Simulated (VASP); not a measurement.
**Sc3B2Sb: single point with PBE**

Sc3B2Sb:

```xyz
6
Lattice="4.3652 0.0000 0.0000 0.0000 4.3652 0.0000 0.0000 0.0000 6.5079" Properties=species:S:1:pos:R:3 pbc="T T T"
Sc    2.1826    0.0000    5.5185
Sc    0.0000    2.1826    5.5185
Sc    2.1826    2.1826    4.7633
B     2.1826    0.0000    3.7616
B     0.0000    2.1826    3.7616
Sb    0.0000    0.0000    1.2163
```

The cell was generated, and may not be a known phase.

```yaml
Program: VASP 6.6.1
Task: single point
Functional: PBE
Potentials_or_basis: VASP PAW PBE potentials, release 64 (Sc_sv, B, Sb)
Cutoff: 520 eV
k_mesh: 4 × 4 × 4
Occupations: gaussian, width 0.1 eV
Spin: no spin polarisation
```

- Pressure: 19.0 GPa
- Largest force: 10.524 eV/Å
- Band gap on the k mesh: zero (bands 22 and 23 overlap by 0.83 eV)

Forces in eV/Å, atoms in the order of the input:
```
Sc   0.000  0.000 10.524
Sc   0.000  0.000 10.524
Sc   0.000  0.000 -4.755
B    0.000  0.000 -8.305
B    0.000  0.000 -8.305
Sb   0.000  0.000  0.317
```

Stress tensor (GPa, compression positive):
```
11.67  0.00  0.00
 0.00 11.67  0.00
 0.00  0.00 33.52
```

Levels at points of the mesh, in eV from the Fermi level:
```tsv
k point	band 19	band 20	band 21	band 22	band 23	band 24	band 25	band 26
(0.00, 0.00, 0.00)	-1.63	-0.41	-0.25	-0.25	-0.01	1.03	1.03	1.14
(0.50, 0.00, 0.00)	-1.24	-1.11	-0.71	-0.05	0.30	0.37	0.74	1.23
(0.50, 0.50, 0.00)	-1.67	-0.80	-0.78	-0.56	0.22	0.22	0.50	0.50
(0.00, 0.00, 0.50)	-1.63	-0.27	0.09	0.31	0.31	0.88	1.19	1.19
(0.50, 0.00, 0.50)	-1.30	-1.15	-0.33	-0.16	-0.12	1.04	1.20	1.26
(0.50, 0.50, 0.50)	-2.27	-0.92	-0.78	-0.52	-0.52	-0.18	2.00	2.13
```

Run time: 47 s on 1 thread of Oxide Virtual Turin-like Processor (shared host), peak memory 0.21 GiB.

Caveat: the stress differs along the axes, from 12 to 34 GPa; spin-orbit coupling is left out, which moves the levels of the heavy elements; forces of over 1 eV/Å act on the atoms, so gaps and moduli don't describe the material at rest.
